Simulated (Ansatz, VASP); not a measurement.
Pt in VASP and in Ansatz

The input INCAR:

```
PREC = Accurate ; ENCUT = 520
EDIFF = 1E-6 ; ISMEAR = 0
SIGMA = 0.15 ; LREAL = False
LASPH = True ; NELM = 100
ALGO = Fast ; ISIF = 2
LWAVE = False ; LCHARG = True
GGA = PE ; LELF = True
LVHAR = True ; NBANDS = 11
```

The input KPOINTS:

```
regular mesh
0
Gamma
  22 22 22
```

File POSCAR:

```
Pt
1.0
    0.0000000000      1.8853667267      2.2002229701
    1.8853667267      0.0000000000      2.2002229701
    1.8853667267      1.8853667267      0.0000000000
Pt
1
Direct
    0.0000000000      0.0000000000      0.0000000000
```

Input for Ansatz:

```yaml
crystal:
  lattice:
    - [0.0, 1.8853667267, 2.2002229701]
    - [1.8853667267, 0.0, 2.2002229701]
    - [1.8853667267, 1.8853667267, 0.0]
  atoms:
    - { symbol: Pt, position: [0.0, 0.0, 0.0] }
basis:
  ecutwfc: 420
kpoints:
  mp_grid: { grid: [22, 22, 22] }
hamiltonian:
  xc: pbe
  pseudopotentials: { kind: paw, azcp: { folder: soft_1 } }
scf:
  occupations: { method: gaussian, width: 0.15 }
output:
  forces: true
  stress: true
  eigenvalues: true
```

Alike in both runs: task single point; functional PBE; k mesh 22 × 22 × 22; occupations gaussian, width 0.15 eV; no spin polarisation.

```csv
,VASP,Ansatz
version,VASP 6.6.1,Ansatz 0.2.0
potentials or method,"VASP PAW PBE potentials, release 64 (Pt), cutoff 520 eV","scalar-relativistic, plane waves, PAW"
valence electrons in the cell,10,18
```

|  | VASP | Ansatz | Ansatz less VASP |
| --- | --- | --- | --- |
| gap on the k mesh at the Fermi level (eV) | none | none | - |
| pressure (GPa) | 2.9 | 3.4 | +0.48 |
| traceless stress, the component that is largest in VASP (GPa) | -13.40 | -13.53 | -0.129 |

A gap of «none» marks a metal or a gap that the smearing closes. VASP's potentials hold 10 valence electrons a cell and Ansatz's 18, so a difference there can come from the potentials and not from the codes.

Spin-orbit coupling is off throughout.
